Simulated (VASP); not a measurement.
Input of a VASP 6.6.1 run:

INCAR

```
PREC = Accurate
ENCUT = 520
EDIFF = 1E-7
ISMEAR = 0
SIGMA = 0.02
LREAL = Auto
LASPH = T
NELM = 100
ALGO = Normal
ISIF = 2
LWAVE = F
LCHARG = F
GGA = PE
NBANDS = 53
```

The input KPOINTS:

```
Automatic mesh
0
Gamma
  2 2 2
```

Contents of POSCAR:

```
Si16Ge
1.0
    0.0000000000      5.4300000000      5.4300000000
    5.4300000000      0.0000000000      5.4300000000
    5.4300000000      5.4300000000      0.0000000000
Si Ge
16 1
Direct
   -0.0030433702      0.0027360037      0.0028221915
    0.1273598527      0.1236808471      0.1237169429
   -0.0052098527      0.0049148250      0.4944761510
    0.1226329650      0.1365040516      0.6173325967
   -0.0050651934      0.4945580110      0.0048473297
    0.1230235727      0.6172469613      0.1365937385
   -0.0000204420      0.4997309392      0.4998191529
    0.1178367403      0.6226107735      0.6223087477
    0.5000065378     -0.0002964088     -0.0002542357
    0.6247144567      0.1236402394      0.1237446593
    0.5051608656      0.0047534991      0.4946225599
    0.6240254144      0.1243084715      0.6270895028
    0.5053192449      0.4943980663      0.0050004604
    0.6240529466      0.6270470534      0.1243846225
    0.5031823204      0.4965438306      0.4966191529
    0.6367581031      0.6222216390      0.6227013812
    0.2499492634      0.7497752302      0.7498654696
```

Potentials or basis: VASP PAW PBE potentials, release 64 (Si, Ge_d).

Launch:

```sh
$ cat potpaw_PBE.64/Si/POTCAR potpaw_PBE.64/Ge_d/POTCAR > POTCAR
$ mpirun -np 1 vasp_std > vasp.out
```

Question: Estimate the largest force.

Answer: 0.008 eV/Å.

Question: What does it give for the band gap on the k mesh?

Answer: Zero (band 39 reaches 7.00 eV, above the bottom of band 40 at 6.67 eV).

Stress tensor (GPa, compression positive):
```
6.37 0.00 0.00
0.00 6.83 0.00
0.00 0.00 6.79
```

Caveat: the k points lie up to 0.50 Å⁻¹ apart.
